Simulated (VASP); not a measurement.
# H6C2O in VASP: relaxation of the atoms with PBE+D3(BJ)

Aim: the relaxation of the atoms of H6C2O with PBE+D3(BJ).

Program: VASP 6.6.1. These are calculated values, not measurements. Logs are shortened: lines on timing, memory, paths and dates and some standing lists are left out, and cuts for length are marked.

## 1. The cell of the first run

The cell holds an amorphous packing of atoms, 36 atoms: a = 7.294 Å, b = 7.294 Å, c = 7.294 Å, α = 90.00°, β = 90.00°, γ = 90.00°.

## 2. Relaxation of the atoms, PBE+D3(BJ)

File INCAR:

```
  PREC = Accurate
  ENCUT = 520
  EDIFF = 1E-7
  ISMEAR = -1
  SIGMA = 0.02
  LREAL = Auto
  LASPH = T
  NELM = 60
  ALGO = Normal
  ISIF = 2
  LWAVE = F
  LCHARG = F
  GGA = PE
  IVDW = 12
  IBRION = 2
  NSW = 35
  EDIFFG = -0.3
```

File KPOINTS:

```
regular mesh
0
Gamma
  1 1 1
```

File POSCAR:

```
H6C2O
1.0
    7.2936330000      0.0000000000      0.0000000000
    0.0000000000      7.2936330000      0.0000000000
    0.0000000000      0.0000000000      7.2936330000
C O H
8 4 24
Direct
    0.3399489000      0.3340984000      0.6126905000
    0.3027796000      0.4833754000      0.7516369000
    0.9846841000      0.8172648000      1.0912826000
    0.8850845000      0.8163501000      0.9094850000
    0.8168629000      0.5492599000      0.3981237000
    0.8292834000      0.3502276000      0.3415268000
    0.3238777000      0.8920964000      0.3752779000
    0.4441913000      0.8876913000      0.2065280000
    0.1892010000      0.6164683000      0.6641352000
    0.7366658000      0.9429039000      0.9245314000
    0.6463790000      0.2814028000      0.3326099000
    0.3828469000      0.7384018000      0.0959844000
    0.1645965000      0.7130098000      0.7525078000
    0.2344292000      0.4255645000      0.8728893000
    0.4324370000      0.5450020000      0.7975403000
    0.4268938000      0.2272331000      0.6717764000
    0.2110886000      0.2723091000      0.5681586000
    0.4088615000      0.3916049000      0.4928990000
    0.6718324000      0.9432088000      0.8082046000
    0.9790248000      0.8564078000      0.7986401000
    0.8347400000      0.6776895000      0.8785872000
    1.1007040000      0.7223821000      1.0885635000
    1.0355595000      0.9548367000      1.1211434000
    0.8914458000      0.7763304000      1.2009957000
    0.6530464000      0.1534478000      0.2962996000
    0.8978552000      0.3384729000      0.2078267000
    0.9111615000      0.2728198000      0.4416268000
    0.9534711000      0.6102634000      0.4074792000
    0.7364722000      0.6261006000      0.2979298000
    0.7497627000      0.5605255000      0.5314526000
    0.4594702000      0.7345297000     -0.0128698000
    0.4334653000      1.0180955000      0.1317237000
    0.5884943000      0.8696796000      0.2461291000
    0.3642215000      1.0042835000      0.4661468000
    0.1807815000      0.9111503000      0.3357002000
    0.3356266000      0.7629103000      0.4499699000
```

Potentials or basis: VASP PAW PBE potentials, release 64 (C, O, H).

The run is started by

```console
$ cat potpaw_PBE.64/C/POTCAR potpaw_PBE.64/O/POTCAR potpaw_PBE.64/H/POTCAR > POTCAR
$ mpirun -np 1 vasp_gam > vasp.out
```

OUTCAR:

```text
PREC = Accurate
   ENCUT = 520
   EDIFF = 1E-7
   ISMEAR = -1
   LREAL = Auto
   LASPH = T
   NELM = 60
   ISIF = 2
   GGA = PE
   IVDW = 12
   IBRION = 2
   NSW = 35
   EDIFFG = -0.3
 IVDW          = 12

 ion  position               nearest neighbor table
   1  0.340  0.334  0.613-  18 1.09  17 1.09  16 1.09   2 1.51
   2  0.303  0.483  0.752-  15 1.10  14 1.10   9 1.43   1 1.51
   3  0.985  0.817  0.091-  24 1.09  23 1.09  22 1.09   4 1.51
   4  0.885  0.816  0.909-  20 1.10  21 1.10  10 1.43   3 1.51
   5  0.817  0.549  0.398-  30 1.09  29 1.09  28 1.09   6 1.51
   6  0.829  0.350  0.342-  26 1.10  27 1.10  11 1.43   5 1.51
   7  0.324  0.892  0.375-  35 1.09  36 1.09  34 1.09   8 1.51
   8  0.444  0.888  0.207-  32 1.10  33 1.10  12 1.43   7 1.51
   9  0.189  0.616  0.664-  13 0.97   2 1.43
  10  0.737  0.943  0.925-  19 0.97   4 1.43
  11  0.646  0.281  0.333-  25 0.97   6 1.43
  12  0.383  0.738  0.096-  31 0.97   8 1.43
  13  0.165  0.713  0.753-   9 0.97
  14  0.234  0.426  0.873-   2 1.10
  15  0.432  0.545  0.798-   2 1.10
  16  0.427  0.227  0.672-   1 1.09
  17  0.211  0.272  0.568-   1 1.09
  18  0.409  0.392  0.493-   1 1.09
[... 16 lines left out ...]
  35  0.181  0.911  0.336-   7 1.09
  36  0.336  0.763  0.450-   7 1.09

  LATTYP: Found a simple cubic cell.
 ALAT       =     7.2936330000

  Lattice vectors:

 A1 = (   7.2936330000,   0.0000000000,   0.0000000000)
 A2 = (   0.0000000000,   7.2936330000,   0.0000000000)
 A3 = (   0.0000000000,   0.0000000000,   7.2936330000)

Analysis of symmetry for initial positions (statically):
=====================================================================
 Subroutine PRICEL returns:
 Original cell was already a primitive cell.

 Routine SETGRP: Setting up the symmetry group for a
 simple cubic supercell.

 Subroutine GETGRP returns: Found  1 space group operations
 (whereof  1 operations were pure point group operations)
 out of a pool of 48 trial point group operations.

The static configuration has the point symmetry C_1 .

Analysis of symmetry for dynamics (positions and initial velocities):
=====================================================================
 Subroutine PRICEL returns:
 Original cell was already a primitive cell.

 Routine SETGRP: Setting up the symmetry group for a
 simple cubic supercell.

 Subroutine GETGRP returns: Found  1 space group operations
 (whereof  1 operations were pure point group operations)
 out of a pool of 48 trial point group operations.

The dynamic configuration has the point symmetry C_1 .

 Subroutine INISYM returns: Found  1 space group operations
 (whereof  1 operations are pure point group operations),
 and found     1 'primitive' translations

----------------------------------------------------------------------------------------

                                     Primitive cell

  volume of cell :     388.0000

  direct lattice vectors                    reciprocal lattice vectors
     7.293633000  0.000000000  0.000000000     0.137105884  0.000000000  0.000000000
     0.000000000  7.293633000  0.000000000     0.000000000  0.137105884  0.000000000
     0.000000000  0.000000000  7.293633000     0.000000000  0.000000000  0.137105884

  length of vectors
     7.293633000  7.293633000  7.293633000     0.137105884  0.137105884  0.137105884

  position of ions in fractional coordinates (direct lattice)
     0.339948900  0.334098400  0.612690500
     0.302779600  0.483375400  0.751636900
     0.984684100  0.817264800  0.091282600
     0.885084500  0.816350100  0.909485000
     0.816862900  0.549259900  0.398123700
     0.829283400  0.350227600  0.341526800
[... 28 lines left out ...]
     0.180781500  0.911150300  0.335700200
     0.335626600  0.762910300  0.449969900

  ion indices of the primitive-cell ions
   primitive index   ion index
                 1           1
                 2           2
                 3           3
                 4           4
                 5           5
                 6           6
[... 28 lines left out ...]
                35          35
                36          36

----------------------------------------------------------------------------------------

 KPOINTS: regular mesh

Automatic generation of k-mesh.
 Grid dimensions read from file:
 generate k-points for:    1    1    1

 Generating k-lattice:

  Cartesian coordinates                     Fractional coordinates (reciprocal lattice)
     0.137105884  0.000000000  0.000000000     1.000000000  0.000000000  0.000000000
     0.000000000  0.137105884  0.000000000     0.000000000  1.000000000  0.000000000
     0.000000000  0.000000000  0.137105884     0.000000000  0.000000000  1.000000000

  Length of vectors
     0.137105884  0.137105884  0.137105884

  Shift w.r.t. Gamma in fractional coordinates (k-lattice)
     0.000000000  0.000000000  0.000000000

 Subroutine IBZKPT returns following result:
 ===========================================

 Found      1 irreducible k-points:

 Following reciprocal coordinates:
            Coordinates               Weight
  0.000000  0.000000  0.000000      1.000000
   k-points           NKPTS =      1   k-points in BZ     NKDIM =      1   number of bands    NBANDS=     59
   number of dos      NEDOS =    301   number of ions     NIONS =     36
   total plane-waves  NPLWV = 157464
   dimension x,y,z NGX =    54 NGY =   54 NGZ =   54
   dimension x,y,z NGXF=   108 NGYF=  108 NGZF=  108
   ions per type =               8   4  24
   NGX,Y,Z   is equivalent  to a cutoff of  12.31, 12.31, 12.31 a.u.
   NGXF,Y,Z  is equivalent  to a cutoff of  24.62, 24.62, 24.62 a.u.
 SYSTEM =  unknown system
   PREC   = accura    normal or accurate (medium, high low for compatibility)
   ISTART =      0    job   : 0-new  1-cont  2-samecut
   ICHARG =      2    charge: 1-file 2-atom 10-const
   ISPIN  =      1    spin polarized calculation?
   LNONCOLLINEAR =      F non collinear calculations
   LSORBIT =      F    spin-orbit coupling
   LASPH  =      T    aspherical Exc in radial PAW
   ENCUT  =  520.0 eV  38.22 Ry    6.18 a.u.  13.56 13.56 13.56*2*pi/ulx,y,z
   NELM   =     60;   NELMIN=  2; NELMDL= -5     # of ELM steps
   EDIFF  = 0.1E-06   stopping-criterion for ELM
   LREAL  =      T    real-space projection
   EDIFFG = -.3E+00   stopping-criterion for IOM
   NSW    =     35    number of steps for IOM
   IBRION =      2    ionic relax: 0-MD 1-quasi-New 2-CG
   NFREE  =      1    steps in history (QN), initial steepest desc. (CG)
   ISIF   =      2    stress and relaxation
   ISYM   =      2    0-nonsym 1-usesym 2-fastsym
   POTIM  = 0.5000    time-step for ionic-motion
   TEBEG  =    0.0;   TEEND  =   0.0 temperature during run
   PSTRESS=    0.0 pullay stress
   NELECT =      80.0000    total number of electrons
   NUPDOWN=      -1.0000    fix difference up-down
   EMIN   =  10.00;   EMAX   =-10.00  energy-range for DOS
   EFERMI =   0.00;   METHOD = LEGACY
   ISMEAR =    -1;   SIGMA  =   0.02  broadening in eV -4-tet -1-fermi 0-gaus
   EFERMI_NEDOS =   21; number of points for ismear=-14 and -15
   IALGO  =     38    algorithm
   IMIX   =      4    mixing-type and parameters
     AMIX     =   0.40;   BMIX     =  1.00
     AMIX_MAG =   1.60;   BMIX_MAG =  1.00
  volume/ion in A,a.u.               =      10.78        72.73
  Fermi-wavevector in a.u.,A,eV,Ry     =   0.967151  1.827650 12.726630  0.935381
  Thomas-Fermi vector in A             =   2.097013
   LORBIT       =      0    0 simple, 1 ext, 2 COOP (PROOUT), +10 PAW based schemes
   GGA     = PE    functional components
   LHFCALC =     F    Hartree Fock is set to
   AEXX    =    0.0000 exact exchange contribution
   IVDW    =    12    specifies the selected vdW correction
   LEPSILON=     F    determine dielectric tensor
   LRPA    =     F    only Hartree local field effects (RPA)
 conjugate gradient relaxation of ions
 non-spin polarized calculation
  energy-cutoff  :      520.00
  volume of cell :      388.00
 maximum number of plane-waves:      5198
 NGX is ok and might be reduce to    54
   NGX = 27   NGY = 27   NGZ = 27

--------------------------------------- Ionic step        1  -------------------------------------------

 number of electron      80.0000013 magnetization

 Free energy of the ion-electron system (eV)
  ---------------------------------------------------
  ext. energy  EPLUGINS =         0.00000000
  ---------------------------------------------------
  free energy    TOTEN  =      -187.01629460 eV

  energy without entropy =     -187.01629460  energy(sigma->0) =     -187.01629460

------------------------ aborting loop because EDIFF is reached ----------------------------------------

 Edisp (eV)   -1.34089

 E8    (eV) :    -0.2968

  FORCE on cell =-STRESS in cart. coord.  units (eV):
  Direction    XX          YY          ZZ          XY          YZ          ZX
  --------------------------------------------------------------------------------------
  -------------------------------------------------------------------------------------
  Total       5.35019     3.30465     4.18789    -0.10978    -0.68260    -0.88343
  in kB      22.09265    13.64597    17.29316    -0.45333    -2.81867    -3.64797
  external pressure =       17.68 kB  Pullay stress =        0.00 kB
[... 499 lines left out ...]
  energy  without entropy=     -188.4865672793  energy(sigma->0) =     -188.48656728

--------------------------------------- Ionic step        8  -------------------------------------------

 number of electron      80.0000002 magnetization

 Free energy of the ion-electron system (eV)
  ---------------------------------------------------
  ext. energy  EPLUGINS =         0.00000000
  ---------------------------------------------------
  free energy    TOTEN  =      -187.17118250 eV

  energy without entropy =     -187.17118250  energy(sigma->0) =     -187.17118250

 E-fermi :  -2.3700     XC(G=0):  -6.4246

 val. band max:       -2.9185494046   @ k =   0.0000   0.0000   0.0000
 cond. band min:       1.5693321899   @ k =   0.0000   0.0000   0.0000
 fundamental gap:      4.4878815945
 Fermi energy:        -2.3699834358

 k-point     1 :       0.0000    0.0000    0.0000
  band No.  band energies     occupation
      1     -22.6747      2.00000
      2     -22.3841      2.00000
      3     -22.2387      2.00000
      4     -22.1249      2.00000
      5     -15.7262      2.00000
      6     -15.3493      2.00000
[... 44 lines left out ...]
     51       5.1951      0.00000
     52       5.6446      0.00000
 [bands above 52 left out]

------------------------ aborting loop because EDIFF is reached ----------------------------------------

 Edisp (eV)   -1.33879

 E8    (eV) :    -0.2962

  FORCE on cell =-STRESS in cart. coord.  units (eV):
  Direction    XX          YY          ZZ          XY          YZ          ZX
  --------------------------------------------------------------------------------------
  -------------------------------------------------------------------------------------
  Total       2.47330     0.77440     1.55531     0.00467    -0.78319    -0.74705
  in kB      10.21306     3.19774     6.42240     0.01928    -3.23406    -3.08480
  external pressure =        6.61 kB  Pullay stress =        0.00 kB
[... 51 lines left out ...]
  FREE ENERGIE OF THE ION-ELECTRON SYSTEM (eV)
  ---------------------------------------------------
  free  energy   TOTEN  =      -188.5099741644 eV

  energy  without entropy=     -188.5099741644  energy(sigma->0) =     -188.50997416

 reached required accuracy - stopping structural energy minimisation
```

Wall time 3.1 min (1 thread of Intel Xeon Platinum 8488C (Sapphire Rapids), shared host); peak memory 0.41 GiB.

Results:

- Free energy: -188.5100 eV
- Energy gained by relaxing: 4.2 meV/atom
- Ionic steps: 8
- Pressure after relaxing: 0.7 GPa
- Largest force after relaxing: 0.275 eV/Å
- Band gap on the k mesh: 4.49 eV
- Dispersion energy per atom: -0.037 eV

Forces on the atoms (eV/Å):
```
C   -0.032  0.108  0.172
C   -0.078 -0.024 -0.086
C   -0.219  0.066 -0.132
C   -0.123  0.127 -0.026
C   -0.042 -0.272 -0.009
C   -0.120 -0.052  0.061
C    0.095  0.007 -0.229
C   -0.011 -0.172 -0.098
O   -0.021 -0.064  0.032
O    0.005 -0.201  0.032
O    0.042  0.037  0.026
O   -0.071  0.050  0.103
H    0.048 -0.023  0.125
H    0.196 -0.026 -0.063
H   -0.047 -0.080  0.008
H   -0.036 -0.093  0.002
H    0.069 -0.039  0.054
H   -0.126 -0.041  0.110
H    0.013  0.068 -0.224
H   -0.062 -0.005 -0.181
H    0.013  0.176 -0.037
H    0.039 -0.011 -0.115
H    0.055  0.206 -0.142
H   -0.117  0.104  0.077
H    0.156 -0.066 -0.165
H    0.021  0.078  0.215
H    0.051 -0.047 -0.099
H   -0.180  0.002  0.031
H    0.021  0.006  0.127
H    0.050 -0.152 -0.041
H    0.217  0.122  0.081
H   -0.041 -0.132  0.130
H    0.116  0.216  0.095
H    0.097 -0.052  0.077
H   -0.081  0.072  0.050
H    0.104  0.107  0.039
```

The path:
| step | energy change (eV) | largest force (eV/Å) | pressure (GPa) |
| --- | --- | --- | --- |
| 1 | 0.0000 | 0.6650 | 1.77 |
| 2 | 0.0465 | 1.8453 | 1.37 |
| 3 | -0.0334 | 0.4857 | 1.58 |
| 4 | -0.0733 | 0.6226 | 1.03 |
| 5 | -0.0759 | 0.8330 | 0.85 |
| 6 | -0.0975 | 0.6336 | 0.81 |
| 7 | -0.1294 | 0.4436 | 0.68 |
| 8 | -0.1528 | 0.2750 | 0.66 |

Final structure:
```xyz
36
Lattice="7.2936 0.0000 0.0000 0.0000 7.2936 0.0000 0.0000 0.0000 7.2936" Properties=species:S:1:pos:R:3 pbc="T T T"
C     2.4694    2.4282    4.4686
C     2.2081    3.5048    5.5019
C     7.1736    5.9845    0.6363
C     6.4370    5.9533    6.6183
C     5.9494    3.9956    2.9328
C     6.0632    2.5462    2.4895
C     2.3765    6.5111    2.7596
C     3.2388    6.4975    1.5158
O     1.3639    4.4830    4.8773
O     5.3306    6.8861    6.7006
O     4.7307    2.0131    2.4054
O     2.8539    5.3717    0.6993
H     1.2003    5.2054    5.5050
H     1.7073    3.1083    6.4065
H     3.1702    3.9630    5.8100
H     3.1243    1.6617    4.9019
H     1.5209    1.9730    4.1471
H     2.9869    2.8309    3.5866
H     4.8869    6.9140    5.8392
H     7.1035    6.2810    5.8043
H     6.0819    4.9269    6.3943
H     0.7220    5.2872    0.6561
H     0.2686    6.9832    0.8483
H     6.5070    5.7069    1.4453
H     4.7611    1.0871    2.1167
H     6.5577    2.4707    1.4976
H     6.6573    1.9807    3.2308
H     6.9545    4.4335    3.0096
H     5.3316    4.5302    2.1984
H     5.4586    4.0877    3.9146
H     3.4101    5.3636    7.1962
H     3.1627    0.1456    0.9346
H     4.2967    6.3492    1.7883
H     2.6695    0.0512    3.4072
H     1.3267    6.6581    2.5009
H     2.4361    5.5566    3.2961
```

Caveat: the k points lie up to 0.86 Å⁻¹ apart; the relaxation stopped at a loose force limit of 0.3 eV/Å, so its end isn't a converged minimum.
